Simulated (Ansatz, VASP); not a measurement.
# B5Pt in VASP and in Ansatz

INCAR

```
SYSTEM = B5Pt
PREC = Accurate
ENCUT = 600
EDIFF = 1E-6
ISMEAR = 0
SIGMA = 0.1
LREAL = .FALSE.
LASPH = .TRUE.
NELM = 80
ALGO = Normal
ISIF = 3
LWAVE = .FALSE.
LCHARG = .FALSE.
GGA = PE
IBRION = 2
NSW = 90
EDIFFG = -0.04
```

KPOINTS

```
regular mesh
0
G
  6 6 6
  0 0 0
```

Contents of POSCAR:

```
B5Pt
1.0
    0.0000000000      2.9624892500      2.9624892500
    2.9624892500      0.0000000000      2.9624892500
    2.9624892500      2.9624892500      0.0000000000
B Pt
5 1
Direct
    0.3752183100      0.8743450600      0.3752183100
    0.3752183100      0.3752183100      0.3752183100
    0.7500000000      0.7500000000      0.7500000000
    0.8743450600      0.3752183100      0.3752183100
    0.3752183100      0.3752183100      0.8743450600
    0.0000000000      0.0000000000      0.0000000000
```

Input for Ansatz:

```yaml
crystal:
  lattice:
    - [0.0, 2.96248925, 2.96248925]
    - [2.96248925, 0.0, 2.96248925]
    - [2.96248925, 2.96248925, 0.0]
  atoms:
    - { symbol: B, position: [0.37521831, 0.87434506, 0.37521831] }
    - { symbol: B, position: [0.37521831, 0.37521831, 0.37521831] }
    - { symbol: B, position: [0.75, 0.75, 0.75] }
    - { symbol: B, position: [0.87434506, 0.37521831, 0.37521831] }
    - { symbol: B, position: [0.37521831, 0.37521831, 0.87434506] }
    - { symbol: Pt, position: [0.0, 0.0, 0.0] }
basis:
  ecutwfc: 420
kpoints:
  mp_grid: { grid: [6, 6, 6] }
hamiltonian:
  xc: pbe
scf:
  occupations: { method: gaussian, width: 0.1 }
  lower_state_search: "off"
output:
  forces: true
  stress: true
  eigenvalues: true
relax:
  adjacent_minimum: "off"
  f_tol: 0.04
  max_steps: 70
  cell: { stress_tol: 0.4 }
```

Change from the starting cell: species swapped into the CaAu5 type (F-43m, No. 216).

Alike in both runs: task relaxation of cell and atoms; functional PBE; k mesh 6 × 6 × 6; occupations gaussian, width 0.1 eV; no spin polarisation.

|  | VASP | Ansatz |
| --- | --- | --- |
| version | VASP 6.6.1 | Ansatz 0.2.0 |
| potentials or method | VASP PAW PBE potentials, release 64 (B, Pt), cutoff 600 eV | scalar-relativistic, plane waves, PAW |
| valence electrons in the cell | 25 | 33 |

|  | VASP | Ansatz | Ansatz less VASP |
| --- | --- | --- | --- |
| gap on the k mesh at the Fermi level, each at its own relaxed structure (eV) | none | none | - |
| relaxed volume (Å³/atom) | 8.30 | 8.30 | -0.002 |
| relaxed cell length with the largest relative difference (Å) | 4.129 | 4.129 | -0.0003 |

A gap of «none» marks a metal or a gap that the smearing closes. VASP's potentials hold 25 valence electrons a cell and Ansatz's 33, so a difference there can come from the potentials and not from the codes.

Spin-orbit coupling is off throughout.
